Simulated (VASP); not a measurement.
# AlGaN2 (P-4m2) in VASP: a series of runs, part 2 of 3

VASP 6.6.1. The steps go on from the part before.

## Step 3: Single point, r2SCAN (strain +0.015 along x and y, +0.030 along z)

POSCAR reads:

```
AlGaN2
1.0
    3.1879902044      0.0000000000      0.0000000000
    0.0000000000      3.1879902044      0.0000000000
    0.0000000000      0.0000000000      4.5565530782
Al Ga N
1 1 2
Direct
    0.5000000000      0.5000000000      0.5000000000
    0.0000000000      0.0000000000      0.0000000000
    0.5000000000      0.0000000000      0.7382648100
    0.0000000000      0.5000000000      0.2617351900
```

INCAR.step1 reads:

```
PREC = Accurate
ENCUT = 910
ISMEAR = 0
SIGMA = 0.05
LREAL = F
LASPH = T
NELM = 120
NBANDS = 21
GGA = PE
ALGO = Normal
EDIFF = 1E-5
LWAVE = T
LCHARG = F
GGA_COMPAT = F
```

INCAR.step2 reads:

```
PREC = Accurate
ENCUT = 910
EDIFF = 1E-6
ISMEAR = 0
SIGMA = 0.05
LREAL = F
LASPH = T
NELM = 120
ALGO = Normal
ISIF = 2
LWAVE = F
LCHARG = F
METAGGA = R2SCAN
LMIXTAU = T
NBANDS = 21
ISTART = 1
GGA_COMPAT = F
```

KPOINTS reads:

```
Automatic mesh
0
Gamma
  8 8 6
```

Potentials or basis: VASP PAW PBE potentials, release 64 (Al, Ga_d, N_h).

Launch:

```
$ cat potpaw_PBE.64/Al/POTCAR potpaw_PBE.64/Ga_d/POTCAR potpaw_PBE.64/N_h/POTCAR > POTCAR
$ cp INCAR.step1 INCAR
$ mpirun -np 1 vasp_std > vasp.out
$ cp INCAR.step2 INCAR
$ mpirun -np 1 vasp_std > vasp.out
```

OUTCAR:

```text
PREC = Accurate
   ENCUT = 910
   EDIFF = 1E-6
   ISMEAR = 0
   LREAL = F
   LASPH = T
   NELM = 120
   ISIF = 2
   METAGGA = R2SCAN
   ISTART = 1

 ion  position               nearest neighbor table
   1  0.500  0.500  0.500-   3 1.93   4 1.93   3 1.93   4 1.93
   2  0.000  0.000  0.000-   3 1.99   4 1.99   4 1.99   3 1.99
   3  0.500  0.000  0.738-   1 1.93   1 1.93   2 1.99   2 1.99
   4  0.000  0.500  0.262-   1 1.93   1 1.93   2 1.99   2 1.99

  LATTYP: Found a simple tetragonal cell.
 ALAT       =     3.1879902044
 C/A-ratio  =     1.4292870386

  Lattice vectors:

 A1 = (   3.1879902044,   0.0000000000,   0.0000000000)
 A2 = (   0.0000000000,   3.1879902044,   0.0000000000)
 A3 = (   0.0000000000,   0.0000000000,   4.5565530782)

Analysis of symmetry for initial positions (statically):
=====================================================================
 Subroutine PRICEL returns:
 Original cell was already a primitive cell.

 Routine SETGRP: Setting up the symmetry group for a
 simple tetragonal supercell.

 Subroutine GETGRP returns: Found  8 space group operations
 (whereof  8 operations were pure point group operations)
 out of a pool of 16 trial point group operations.

The static configuration has the point symmetry D_2d.

Analysis of symmetry for dynamics (positions and initial velocities):
=====================================================================
 Subroutine PRICEL returns:
 Original cell was already a primitive cell.

 Routine SETGRP: Setting up the symmetry group for a
 simple tetragonal supercell.

 Subroutine GETGRP returns: Found  8 space group operations
 (whereof  8 operations were pure point group operations)
 out of a pool of 16 trial point group operations.

The dynamic configuration has the point symmetry D_2d.

[... 118 lines left out ...]
   EFERMI_NEDOS =   21; number of points for ismear=-14 and -15
   IALGO  =     38    algorithm
   IMIX   =      4    mixing-type and parameters
     AMIX     =   0.40;   BMIX     =  1.00
     AMIX_MAG =   1.60;   BMIX_MAG =  1.00
  volume/ion in A,a.u.               =      11.58        78.13
  Fermi-wavevector in a.u.,A,eV,Ry     =   1.350545  2.552161 24.816653  1.823973
  Thomas-Fermi vector in A             =   2.478041
   LORBIT       =      0    0 simple, 1 ext, 2 COOP (PROOUT), +10 PAW based schemes
   METAGGA = R2SCAN    functional components
   LHFCALC =     F    Hartree Fock is set to
   AEXX    =    0.0000 exact exchange contribution
   IVDW    =     0    specifies the selected vdW correction
   LEPSILON=     F    determine dielectric tensor
   LRPA    =     F    only Hartree local field effects (RPA)
 non-spin polarized calculation
 Gauss-broadening in eV      SIGMA  =   0.05
  energy-cutoff  :      910.00
  volume of cell :       46.31
 maximum number of plane-waves:      2924
 NGX is ok and might be reduce to    32
   NGX = 15   NGY = 15   NGZ = 23

 number of electron      25.9999997 magnetization

 Free energy of the ion-electron system (eV)
  ---------------------------------------------------
  ext. energy  EPLUGINS =         0.00000000
  ---------------------------------------------------
  free energy    TOTEN  =       -40.97402102 eV

  energy without entropy =      -40.97402102  energy(sigma->0) =      -40.97402102

 E-fermi :   5.3322     XC(G=0): -11.7531

 val. band max:        5.1076001280   @ k =   0.0000   0.0000   0.0000
 cond. band min:       7.9934368916   @ k =   0.0000   0.0000   0.0000
 fundamental gap:      2.8858367636
 Fermi energy:         5.3322355480

 k-point     1 :       0.0000    0.0000    0.0000
  band No.  band energies     occupation
      1     -10.7795      2.00000
      2      -9.4352      2.00000
      3      -8.2743      2.00000
      4      -8.2743      2.00000
      5      -8.2093      2.00000
      6      -8.0950      2.00000
[... 565 lines left out ...]
     20      17.6686      0.00000
     21      17.7672      0.00000

 [... further k-points ...]

------------------------ aborting loop because EDIFF is reached ----------------------------------------

  FORCE on cell =-STRESS in cart. coord.  units (eV):
  Direction    XX          YY          ZZ          XY          YZ          ZX
  --------------------------------------------------------------------------------------
  -------------------------------------------------------------------------------------
  Total       -2.9475700     -2.9475700     -3.5216715      0.0000000      0.0000000     -0.0000000
  in kB     -101.9774887   -101.9774887   -121.8397589      0.0000000      0.0000000     -0.0000000
  external PRESSURE =    -108.5982454 kB  Pullay stress =       0.0000000 kB

 VOLUME and BASIS-vectors are now :
 -----------------------------------------------------------------------------
  energy-cutoff  :      910.00
  volume of cell :       46.31
      direct lattice vectors                 reciprocal lattice vectors
     3.187990204  0.000000000  0.000000000     0.313677250  0.000000000  0.000000000
     0.000000000  3.187990204  0.000000000     0.000000000  0.313677250  0.000000000
     0.000000000  0.000000000  4.556553078     0.000000000  0.000000000  0.219464139

 POSITION                                       TOTAL-FORCE (eV/Angst)
 -----------------------------------------------------------------------------------
      1.59400      1.59400      2.27828         0.000000      0.000000      0.000000
      0.00000      0.00000      0.00000         0.000000     -0.000000      0.000000
      1.59400      0.00000      3.36394        -0.000000     -0.000000      0.025530
      0.00000      1.59400      1.19261         0.000000     -0.000000     -0.025530
 -----------------------------------------------------------------------------------
    total drift:                                0.000000      0.000000      0.000000

  FREE ENERGIE OF THE ION-ELECTRON SYSTEM (eV)
  ---------------------------------------------------
  free  energy   TOTEN  =       -40.9740210180 eV

  energy  without entropy=      -40.9740210180  energy(sigma->0) =      -40.97402102
```

OUTCAR.step1:

```text
PREC = Accurate
   ENCUT = 910
   ISMEAR = 0
   LREAL = F
[... 806 lines left out ...]
      1.59400      1.59400      2.27828         0.000000     -0.000000      0.000000
      0.00000      0.00000      0.00000         0.000000      0.000000      0.000000
      1.59400      0.00000      3.36394        -0.000000      0.000000     -0.005579
      0.00000      1.59400      1.19261         0.000000      0.000000      0.005579
 -----------------------------------------------------------------------------------
    total drift:                                0.000000      0.000000     -0.000000

  FREE ENERGIE OF THE ION-ELECTRON SYSTEM (eV)
  ---------------------------------------------------
  free  energy   TOTEN  =       -26.9774597125 eV

  energy  without entropy=      -26.9774597125  energy(sigma->0) =      -26.97745971
```

OSZICAR.step1:

```text
N       E                     dE             d eps       ncg     rms          rms(c)
DAV:   1     0.240852807480E+03    0.24085E+03   -0.17251E+04  2732   0.254E+03
DAV:   2     0.982899767962E+01   -0.23102E+03   -0.21670E+03  2829   0.559E+02
DAV:   3    -0.290311224349E+02   -0.38860E+02   -0.37913E+02  3059   0.143E+02
DAV:   4    -0.312102182342E+02   -0.21791E+01   -0.21653E+01  3216   0.347E+01
DAV:   5    -0.312641210529E+02   -0.53903E-01   -0.53880E-01  2939   0.497E+00    0.112E+01
DAV:   6    -0.269374385942E+02    0.43267E+01   -0.14188E+01  4017   0.468E+01    0.321E+00
DAV:   7    -0.269912569528E+02   -0.53818E-01   -0.10188E+00  2600   0.803E+00    0.213E+00
DAV:   8    -0.269873844374E+02    0.38725E-02   -0.15908E-01  3266   0.430E+00    0.668E-01
DAV:   9    -0.269770423773E+02    0.10342E-01   -0.33537E-02  3707   0.275E+00    0.157E-01
DAV:  10    -0.269774722001E+02   -0.42982E-03   -0.70283E-03  2932   0.596E-01    0.112E-01
DAV:  11    -0.269774497583E+02    0.22442E-04   -0.66724E-04  2998   0.231E-01    0.192E-02
DAV:  12    -0.269774597125E+02   -0.99542E-05   -0.82166E-05  3100   0.931E-02
   1 F= -.26977460E+02 E0= -.26977460E+02  d E =-.256329E-14
```

Run time: 4.4 min. Hardware: 1 thread of Intel Xeon Platinum 8259CL at 2.50GHz (Skylake/Cascade Lake), shared host; peak memory 0.32 GiB.

Results:

- Free energy: -40.9740 eV
- Pressure: -10.9 GPa
- Largest force: 0.026 eV/Å
- Band gap on the k mesh: 2.89 eV

Forces on the atoms (eV/Å):
```
Al   0.000  0.000  0.000
Ga   0.000  0.000  0.000
N    0.000  0.000  0.026
N    0.000  0.000 -0.026
```

Stress tensor (GPa, compression positive):
```
-10.20   0.00   0.00
  0.00 -10.20   0.00
  0.00   0.00 -12.18
```

Levels at points of the mesh, in eV from the valence-band top:
| k point | band 9 | band 10 | band 11 | band 12 | band 13 | band 14 | band 15 | band 16 | band 17 | band 18 |
| --- | --- | --- | --- | --- | --- | --- | --- | --- | --- | --- |
| (0.00, 0.00, 0.00) | -2.20 | -2.20 | -0.26 | 0.00 | 0.00 | 2.89 | 4.06 | 8.14 | 11.55 | 11.55 |
| (0.50, 0.00, 0.00) | -4.41 | -2.87 | -2.85 | -0.96 | -0.58 | 7.20 | 7.56 | 8.57 | 8.77 | 10.49 |
| (0.50, 0.50, 0.00) | -4.84 | -2.28 | -2.23 | -2.23 | -2.21 | 3.76 | 3.76 | 6.49 | 9.16 | 13.08 |
| (0.00, 0.00, 0.50) | -2.61 | -1.49 | -1.49 | -0.92 | -0.92 | 5.51 | 5.60 | 8.17 | 9.74 | 11.64 |
| (0.50, 0.00, 0.50) | -5.97 | -0.95 | -0.91 | -0.67 | -0.48 | 5.28 | 6.80 | 9.65 | 9.88 | 10.68 |
| (0.50, 0.50, 0.50) | -4.29 | -3.75 | -3.17 | -3.04 | -3.04 | 6.53 | 6.53 | 8.84 | 11.10 | 11.10 |

Caveat: the cell differs from its parent crystal (strain +0.015 along x and y, +0.030 along z); the cutoff is under 1.25 times the usual one of these potentials, so pressure, stress and relaxed cells hold a basis-set (Pulay) error; the cell stands under tension; the PAW data sets were made with another functional, which shifts forces and pressure a little.

## Step 4: Single point, r2SCAN (strain +0.015 along x and y, -0.015 along z)

Changes to POSCAR since step 3:

```diff
@@ -4,3 +4,3 @@
     0.0000000000      3.1879902044      0.0000000000
-    0.0000000000      0.0000000000      4.5565530782
+    0.0000000000      0.0000000000      4.3574803709
 Al Ga N
```

INCAR.step1 reads:

```
SYSTEM = AlGaN2
PREC     = Accurate       ! precision mode
ENCUT    = 910            ! plane-wave cutoff, eV
ISMEAR   = 0              ! smearing method
SIGMA    = 0.05           ! smearing width, eV
LREAL    = .False.        ! projectors in reciprocal space
LASPH    = .True.         ! aspherical terms in the spheres
NELM     = 120            ! most SCF steps
NBANDS   = 21             ! bands
GGA      = PE             ! functional
ALGO     = Normal         ! electronic algorithm
EDIFF    = 1E-5           ! SCF threshold, eV
LWAVE    = .True.         ! write WAVECAR
LCHARG   = .False.        ! write CHGCAR
GGA_COMPAT= .False.
```

INCAR.step2 reads:

```
SYSTEM = AlGaN2
PREC     = Accurate       ! precision mode
ENCUT    = 910            ! plane-wave cutoff, eV
EDIFF    = 1E-6           ! SCF threshold, eV
ISMEAR   = 0              ! smearing method
SIGMA    = 0.05           ! smearing width, eV
LREAL    = .False.        ! projectors in reciprocal space
LASPH    = .True.         ! aspherical terms in the spheres
NELM     = 120            ! most SCF steps
ALGO     = Normal         ! electronic algorithm
ISIF     = 2              ! what is computed and relaxed
LWAVE    = .False.        ! write WAVECAR
LCHARG   = .False.        ! write CHGCAR
METAGGA  = R2SCAN         ! meta-GGA
LMIXTAU  = .True.       
NBANDS   = 21             ! bands
ISTART   = 1            
GGA_COMPAT= .False.
```

KPOINTS reads:

```
regular mesh
0
Gamma
  8 8 6
  0 0 0
```

Launch:

```
$ cat potpaw_PBE.64/Al/POTCAR potpaw_PBE.64/Ga_d/POTCAR potpaw_PBE.64/N_h/POTCAR > POTCAR
$ cp INCAR.step1 INCAR
$ mpirun -np 1 vasp_std > vasp.out
$ cp INCAR.step2 INCAR
$ mpirun -np 1 vasp_std > vasp.out
```

It took 2.1 min on 1 thread of Intel Xeon 6975P-C (Granite Rapids), shared host; peak memory 0.3 GiB.

Results (log left out):

```yaml
Free_energy: -41.0530 eV
Pressure: -3.2 GPa
Largest_force: 0.046 eV/Å
Band_gap_on_the_k_mesh: 3.28 eV
```

Forces in eV/Å, atoms in the order of the input:
```
Al   0.000  0.000  0.000
Ga   0.000  0.000  0.000
N    0.000  0.000 -0.046
N    0.000  0.000  0.046
```

Stress tensor (GPa, compression positive):
```
-4.47  0.00  0.00
 0.00 -4.47  0.00
 0.00  0.00 -0.53
```

Levels at points of the mesh, in eV from the valence-band top:
| k point | band 10 | band 11 | band 12 | band 13 | band 14 | band 15 | band 16 | band 17 |
| --- | --- | --- | --- | --- | --- | --- | --- | --- |
| (0.00, 0.00, 0.00) | -2.47 | -0.10 | 0.00 | 0.00 | 3.28 | 4.02 | 7.98 | 12.01 |
| (0.50, 0.00, 0.00) | -2.77 | -2.69 | -1.12 | -0.75 | 7.60 | 7.74 | 8.49 | 8.89 |
| (0.50, 0.50, 0.00) | -2.20 | -2.15 | -2.15 | -2.13 | 3.93 | 3.93 | 7.12 | 9.63 |
| (0.00, 0.00, 0.50) | -1.66 | -1.66 | -1.04 | -1.04 | 5.83 | 6.03 | 8.51 | 9.79 |
| (0.50, 0.00, 0.50) | -1.09 | -0.76 | -0.61 | -0.43 | 5.70 | 7.18 | 9.95 | 10.21 |
| (0.50, 0.50, 0.50) | -3.92 | -3.26 | -3.15 | -3.15 | 6.98 | 6.98 | 9.50 | 11.55 |

Caveat: the cell differs from its parent crystal (strain +0.015 along x and y, -0.015 along z); the cutoff is under 1.25 times the usual one of these potentials, so pressure, stress and relaxed cells hold a basis-set (Pulay) error; the cell stands under tension; the PAW data sets were made with another functional, which shifts forces and pressure a little.

(Continued in part 3 of 3.)
